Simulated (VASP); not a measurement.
Crystal: Sb.

```
CELL_PARAMETERS angstrom
0.00000 4.86488 4.86488
4.86488 0.00000 4.86488
4.86488 4.86488 0.00000
ATOMIC_POSITIONS crystal
Sb 0.85393 0.43820 0.85393
Sb 0.85393 0.85393 0.85393
Sb 0.43820 0.85393 0.85393
Sb 0.85393 0.85393 0.43820
```

The cell was generated, and may not be a known phase.

| Quantity | Value |
| --- | --- |
| Program | VASP 6.6.1 |
| Task | relaxation of cell and atoms |
| Functional | PBE |
| Potentials or basis | VASP PAW PBE potentials, release 64 (Sb) |
| Cutoff | 600 eV |
| k mesh | 6 × 6 × 6 |
| Occupations | gaussian, width 0.02 eV |
| Spin | no spin polarisation |

At the start: pressure 0.0 GPa; volume 57.57 Å³/atom.

Question: Where does the relaxation end?

Answer: Over 10 steps the energy falls by 2.6 meV/atom and the volume is 53.84 Å³/atom (-6.5 %); space group F-43m (No. 216, to 0.1 Å) before and after.

Step by step:
```
step  energy change (eV)  largest force (eV/Å)  pressure (GPa)  volume (Å³)
   1              0.0000                0.1191            0.05       230.27
   2             -0.0006                0.0380           -0.23       230.82
   3             -0.0009                0.0201           -0.13       230.61
   4             -0.0021                0.0203           -0.12       229.42
   5             -0.0052                0.0223           -0.09       225.88
   6             -0.0094                0.0307            0.00       218.90
   7             -0.0046                0.0572            0.31       205.37
   8             -0.0100                0.0486            0.08       215.58
   9             -0.0083                0.1356           -0.25       214.72
  10             -0.0102                0.0010           -0.01       215.36
```

Final structure:
```xyz
4
Lattice="0.0000 4.7575 4.7575 4.7575 0.0000 4.7575 4.7575 4.7575 0.0000" Properties=species:S:1:pos:R:3 pbc="T T T"
Sb    6.1206    8.1520    6.1206
Sb    8.1520    8.1520    8.1520
Sb    8.1520    6.1206    6.1206
Sb    6.1206    6.1206    8.1520
```
